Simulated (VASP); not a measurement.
# WS2 (P6_3/mmc) in VASP: a series of runs

Runs on WS2. Level: PBEsol. Tasks: single point.

Program: VASP 6.6.1. These are calculated values, not measurements. Logs are shortened: lines on timing, memory, paths and dates and some standing lists are left out, and cuts for length are marked.

### Step 1. The cell of the first run

It takes space group P6_3/mmc (No. 194, hexagonal). The conventional cell has a = 3.228 Å, b = 3.228 Å, c = 13.027 Å, α = 90.00°, β = 90.00°, γ = 120.00°. Within 3.0 Å of W (site symmetry -6m2) lie 6 S at 2.30 Å. S (site symmetry 3m) has 3 W at 2.30 Å and 1 S at 2.70 Å within 3.0 Å.

### Step 2. Single point, PBEsol

INCAR reads:

```
SYSTEM = WS2
  ALGO = Normal
  EDIFF = 1E-6
  ENCUT = 520
  GGA = PS
  ISIF = 2
  ISMEAR = 0
  LASPH = .True.
  LCHARG = .False.
  LREAL = .False.
  LWAVE = .False.
  NBANDS = 35
  NELM = 80
  PREC = Accurate
  SIGMA = 0.05
```

KPOINTS reads:

```
k-points
0
Gamma
  12 12 2
  0 0 0
```

POSCAR reads:

```
WS2
1.0
    3.2280036364      0.0000000000      0.0000000000
   -1.6140018182      2.7955331526      0.0000000000
    0.0000000000      0.0000000000     13.0266084735
W S
2 4
Direct
    0.3333333333      0.6666666667      0.2500000000
    0.6666666667      0.3333333333      0.7500000000
    0.3333333333      0.6666666667      0.6462389580
    0.6666666667      0.3333333333      0.1462389580
    0.3333333333      0.6666666667      0.8537610420
    0.6666666667      0.3333333333      0.3537610420
```

Potentials or basis: VASP PAW PBE potentials, release 64 (W_sv, S).

Run with:

```console
$ cat potpaw_PBE.64/W_sv/POTCAR potpaw_PBE.64/S/POTCAR > POTCAR
$ mpirun -np 1 vasp_std > vasp.out
```

OUTCAR:

```text
SYSTEM = WS2
   EDIFF = 1E-6
   ENCUT = 520
   GGA = PS
   ISIF = 2
   ISMEAR = 0
   LASPH = .True.
   LREAL = .False.
   NELM = 80
   PREC = Accurate

 ion  position               nearest neighbor table
   1  0.333  0.667  0.250-   4 2.30   6 2.30   4 2.30   6 2.30   4 2.30   6 2.30
   2  0.667  0.333  0.750-   3 2.30   5 2.30   3 2.30   5 2.30   3 2.30   5 2.30
   3  0.333  0.667  0.646-   2 2.30   2 2.30   2 2.30   5 2.70
   4  0.667  0.333  0.146-   1 2.30   1 2.30   1 2.30   6 2.70
   5  0.333  0.667  0.854-   2 2.30   2 2.30   2 2.30   3 2.70
   6  0.667  0.333  0.354-   1 2.30   1 2.30   1 2.30   4 2.70

  LATTYP: Found a hexagonal cell.
 ALAT       =     3.2280036364
 C/A-ratio  =     4.0354999377

  Lattice vectors:

 A1 = (   3.2280036364,   0.0000000000,   0.0000000000)
 A2 = (  -1.6140018182,   2.7955331526,   0.0000000000)
 A3 = (   0.0000000000,   0.0000000000,  13.0266084735)

Analysis of symmetry for initial positions (statically):
=====================================================================
 Subroutine PRICEL returns:
 Original cell was already a primitive cell.

 Routine SETGRP: Setting up the symmetry group for a
 hexagonal supercell.

 Subroutine GETGRP returns: Found 24 space group operations
 (whereof 12 operations were pure point group operations)
 out of a pool of 24 trial point group operations.

The static configuration has the point symmetry D_3d.
 The point group associated with its full space group is D_6h.

Analysis of symmetry for dynamics (positions and initial velocities):
=====================================================================
 Subroutine PRICEL returns:
 Original cell was already a primitive cell.

 Routine SETGRP: Setting up the symmetry group for a
 hexagonal supercell.

 Subroutine GETGRP returns: Found 24 space group operations
 (whereof 12 operations were pure point group operations)
 out of a pool of 24 trial point group operations.

The dynamic configuration has the point symmetry D_3d.
 The point group associated with its full space group is D_6h.

 Subroutine INISYM returns: Found 24 space group operations
 (whereof 12 operations are pure point group operations),
 and found     1 'primitive' translations

----------------------------------------------------------------------------------------
[... 95 lines left out ...]
   ISPIN  =      1    spin polarized calculation?
   LNONCOLLINEAR =      F non collinear calculations
   LSORBIT =      F    spin-orbit coupling
   LASPH  =      T    aspherical Exc in radial PAW
   ENCUT  =  520.0 eV  38.22 Ry    6.18 a.u.   6.00  6.00 24.22*2*pi/ulx,y,z
   NELM   =     80;   NELMIN=  2; NELMDL= -5     # of ELM steps
   EDIFF  = 0.1E-05   stopping-criterion for ELM
   LREAL  =      F    real-space projection
   EDIFFG = 0.1E-04   stopping-criterion for IOM
   NSW    =      0    number of steps for IOM
   IBRION =     -1    ionic relax: 0-MD 1-quasi-New 2-CG
   NFREE  =      0    steps in history (QN), initial steepest desc. (CG)
   ISIF   =      2    stress and relaxation
   ISYM   =      2    0-nonsym 1-usesym 2-fastsym
   POTIM  = 0.5000    time-step for ionic-motion
   TEBEG  =    0.0;   TEEND  =   0.0 temperature during run
   PSTRESS=    0.0 pullay stress
   NELECT =      52.0000    total number of electrons
   NUPDOWN=      -1.0000    fix difference up-down
   EMIN   =  10.00;   EMAX   =-10.00  energy-range for DOS
   EFERMI =   0.00;   METHOD = LEGACY
   ISMEAR =     0;   SIGMA  =   0.05  broadening in eV -4-tet -1-fermi 0-gaus
   EFERMI_NEDOS =   21; number of points for ismear=-14 and -15
   IALGO  =     38    algorithm
   IMIX   =      4    mixing-type and parameters
     AMIX     =   0.40;   BMIX     =  1.00
     AMIX_MAG =   1.60;   BMIX_MAG =  1.00
  volume/ion in A,a.u.               =      19.59       132.21
  Fermi-wavevector in a.u.,A,eV,Ry     =   1.247381  2.357209 21.170127  1.555960
  Thomas-Fermi vector in A             =   2.381516
   LORBIT       =      0    0 simple, 1 ext, 2 COOP (PROOUT), +10 PAW based schemes
   GGA     = PS    functional components
   LHFCALC =     F    Hartree Fock is set to
   AEXX    =    0.0000 exact exchange contribution
   IVDW    =     0    specifies the selected vdW correction
   LEPSILON=     F    determine dielectric tensor
   LRPA    =     F    only Hartree local field effects (RPA)
 non-spin polarized calculation
 Gauss-broadening in eV      SIGMA  =   0.05
  energy-cutoff  :      520.00
  volume of cell :      117.55
 maximum number of plane-waves:      3234
   NGX = 13   NGY = 13   NGZ = 49

 number of electron      52.0000008 magnetization

 Free energy of the ion-electron system (eV)
  ---------------------------------------------------
  ext. energy  EPLUGINS =         0.00000000
  ---------------------------------------------------
  free energy    TOTEN  =       -48.78126763 eV

  energy without entropy =      -48.78087526  energy(sigma->0) =      -48.78107145

 E-fermi :   6.5002     XC(G=0): -10.1898

 val. band max:        6.3597971152   @ k =   0.0833  -0.0000   0.5000
 cond. band min:       6.5364982898   @ k =   0.0833  -0.0000   0.0000
 fundamental gap:      0.1767011746
 Fermi energy:         6.5002277235

 k-point     1 :       0.0000    0.0000    0.0000
  band No.  band energies     occupation
      1     -68.3512      2.00000
      2     -68.3511      2.00000
      3     -32.6462      2.00000
      4     -32.6462      2.00000
      5     -32.6287      2.00000
      6     -32.6287      2.00000
[... 901 lines left out ...]
     34      10.6397      0.00000
     35      12.2756      0.00000

 [... further k-points ...]
[... 5 lines left out ...]
  --------------------------------------------------------------------------------------
  -------------------------------------------------------------------------------------
  Total        6.4089513      6.4089513     24.7537285      0.0000000      0.0000000      0.0000000
  in kB       87.3509291     87.3509291    337.3814368      0.0000000      0.0000000      0.0000000
  external PRESSURE =     170.6944317 kB  Pullay stress =       0.0000000 kB

 VOLUME and BASIS-vectors are now :
 -----------------------------------------------------------------------------
  energy-cutoff  :      520.00
  volume of cell :      117.55
      direct lattice vectors                 reciprocal lattice vectors
     3.228003636  0.000000000  0.000000000     0.309788994  0.178856759  0.000000000
    -1.614001818  2.795533153  0.000000000     0.000000000  0.357713518  0.000000000
     0.000000000  0.000000000 13.026608473     0.000000000  0.000000000  0.076765952

 POSITION                                       TOTAL-FORCE (eV/Angst)
 -----------------------------------------------------------------------------------
     -0.00000      1.86369      3.25665        -0.000000     -0.000000     -0.000000
      1.61400      0.93184      9.76996        -0.000000      0.000000     -0.000000
     -0.00000      1.86369      8.41830         0.000000      0.000000     -4.652954
      1.61400      0.93184      1.90500        -0.000000     -0.000000     -4.652954
     -0.00000      1.86369     11.12161         0.000000      0.000000      4.652954
      1.61400      0.93184      4.60831        -0.000000     -0.000000      4.652954
 -----------------------------------------------------------------------------------
    total drift:                               -0.000000      0.000000     -0.000000

  FREE ENERGIE OF THE ION-ELECTRON SYSTEM (eV)
  ---------------------------------------------------
  free  energy   TOTEN  =       -48.7812676303 eV

  energy  without entropy=      -48.7808752610  energy(sigma->0) =      -48.78107145
```

OSZICAR:

```text
N       E                     dE             d eps       ncg     rms          rms(c)
DAV:   1     0.518800382961E+03    0.51880E+03   -0.28561E+04  2924   0.146E+03
DAV:   2    -0.192222699667E+02   -0.53802E+03   -0.52016E+03  3154   0.403E+02
DAV:   3    -0.505036503756E+02   -0.31281E+02   -0.30861E+02  3296   0.951E+01
DAV:   4    -0.512714154897E+02   -0.76777E+00   -0.76364E+00  3249   0.158E+01
DAV:   5    -0.512911992029E+02   -0.19784E-01   -0.19770E-01  3291   0.258E+00    0.474E+01
DAV:   6    -0.490190127418E+02    0.22722E+01   -0.69871E+00  3072   0.174E+01    0.204E+01
DAV:   7    -0.488151720326E+02    0.20384E+00   -0.10601E+00  3038   0.534E+00    0.722E+00
DAV:   8    -0.487839760413E+02    0.31196E-01   -0.16092E-01  3171   0.240E+00    0.143E+00
DAV:   9    -0.487816555426E+02    0.23205E-02   -0.12563E-02  3440   0.623E-01    0.748E-01
DAV:  10    -0.487812304898E+02    0.42505E-03   -0.95844E-03  3167   0.495E-01    0.101E-01
DAV:  11    -0.487812062196E+02    0.24270E-04   -0.15255E-03  2988   0.197E-01    0.840E-02
DAV:  12    -0.487812431889E+02   -0.36969E-04   -0.10960E-04  3015   0.700E-02    0.241E-02
DAV:  13    -0.487812640697E+02   -0.20881E-04   -0.27360E-05  3164   0.291E-02    0.114E-02
DAV:  14    -0.487812670632E+02   -0.29935E-05   -0.71993E-06  2712   0.112E-02    0.308E-03
DAV:  15    -0.487812676303E+02   -0.56712E-06   -0.94731E-07  2371   0.501E-03
   1 F= -.48781268E+02 E0= -.48781071E+02  d E =-.392369E-03
```

Run time: 3 min. Hardware: 1 thread of Intel Xeon 8259CL, shared host; peak memory 0.3 GiB.

Results:

```yaml
Free_energy: -48.7813 eV
Pressure: 17.1 GPa
Largest_force: 4.653 eV/Å
Band_gap_on_the_k_mesh: zero (band 26 reaches 6.82 eV, above the bottom of band 27 at 6.21 eV)
```

Forces in eV/Å, atoms in the order of the input:
```
W    0.000  0.000  0.000
W    0.000  0.000  0.000
S    0.000  0.000 -4.653
S    0.000  0.000 -4.653
S    0.000  0.000  4.653
S    0.000  0.000  4.653
```

Stress tensor (GPa, compression positive):
```
 8.74  0.00  0.00
 0.00  8.74  0.00
 0.00  0.00 33.74
```

Levels at points of the mesh, in eV from the Fermi level:
```
           k point  band 23  band 24  band 25  band 26  band 27  band 28  band 29  band 30
(0.00, 0.00, 0.00)    -2.75    -1.58    -0.40     0.32     1.82     1.82     1.83     1.83
(0.50, 0.00, 0.00)    -2.32    -2.29    -2.02    -1.93     1.32     1.33     1.64     1.64
(0.00, 0.00, 0.50)    -2.26    -2.26     0.06     0.06     1.82     1.82     1.82     1.82
(0.50, 0.00, 0.50)    -2.31    -2.31    -1.97    -1.97     1.32     1.32     1.64     1.64
```

Caveat: the PAW data sets were made with another functional, which shifts forces and pressure a little; spin-orbit coupling is left out, which moves the levels of the heavy elements; this functional lacks dispersion, which binds the layers, so the pressure and a relaxed spacing across them are unreliable.

### Step 3. Single point, PBEsol

This run uses another cell than the first one, of 16.69 Å³/atom, 0.852 times its volume.

INCAR reads:

```
PREC = Accurate
ENCUT = 520
EDIFF = 1E-6
ISMEAR = 0
SIGMA = 0.05
LREAL = F
LASPH = T
NELM = 60
ALGO = Normal
ISIF = 2
LWAVE = F
LCHARG = F
GGA = PS
NBANDS = 35
```

KPOINTS reads:

```
regular mesh
0
Gamma
  12 12 2
```

POSCAR reads:

```
WS2
1.0
    3.0599748907      0.0000000000      0.0000000000
   -1.5299874454      2.6500159903      0.0000000000
    0.0000000000      0.0000000000     12.3485284809
W S
2 4
Direct
    0.3333333333      0.6666666667      0.2500000000
    0.6666666667      0.3333333333      0.7500000000
    0.3333333333      0.6666666667      0.6331095153
    0.6666666667      0.3333333333      0.1331095153
    0.3333333333      0.6666666667      0.8668904847
    0.6666666667      0.3333333333      0.3668904847
```

Potentials or basis: VASP PAW PBE potentials, release 64 (W_sv, S).

Run with:

```console
$ cat potpaw_PBE.64/W_sv/POTCAR potpaw_PBE.64/S/POTCAR > POTCAR
$ mpirun -np 1 vasp_std > vasp.out
```

Run time: 2.7 min. Hardware: 1 thread of Intel Xeon 8259CL, shared host; peak memory 0.28 GiB.

It converged, with:

* Free energy: -49.2058 eV
* Pressure: 29.3 GPa
* Largest force: 4.009 eV/Å
* Band gap on the k mesh: 0.78 eV, indirect (least direct gap 1.80 eV)

Forces on the atoms (eV/Å):
```
W    0.000  0.000  0.000
W    0.000  0.000  0.000
S    0.000  0.000 -4.009
S    0.000  0.000 -4.009
S    0.000  0.000  4.009
S    0.000  0.000  4.009
```

Stress tensor (GPa, compression positive):
```
25.43  0.00  0.00
 0.00 25.43  0.00
 0.00  0.00 37.12
```

Levels at points of the mesh, in eV from the valence-band top:
| k point | band 22 | band 23 | band 24 | band 25 | band 26 | band 27 | band 28 | band 29 | band 30 | band 31 |
| --- | --- | --- | --- | --- | --- | --- | --- | --- | --- | --- |
| (0.00, 0.00, 0.00) | -3.02 | -3.02 | -1.93 | -1.35 | 0.00 | 2.29 | 2.29 | 2.30 | 2.30 | 2.85 |
| (0.50, 0.00, 0.00) | -2.93 | -2.41 | -2.31 | -2.06 | -1.93 | 2.25 | 2.28 | 2.80 | 2.98 | 3.30 |
| (0.00, 0.00, 0.50) | -3.03 | -3.03 | -3.03 | -0.42 | -0.42 | 2.30 | 2.30 | 2.30 | 2.30 | 2.91 |
| (0.50, 0.00, 0.50) | -3.00 | -2.36 | -2.36 | -1.99 | -1.99 | 2.26 | 2.26 | 2.91 | 2.91 | 3.49 |

Caveat: the PAW data sets were made with another functional, which shifts forces and pressure a little; spin-orbit coupling is left out, which moves the levels of the heavy elements; this functional lacks dispersion, which binds the layers, so the pressure and a relaxed spacing across them are unreliable. As with any semilocal functional, this PBEsol gap is likely too small.

[end of part 1 of 3]
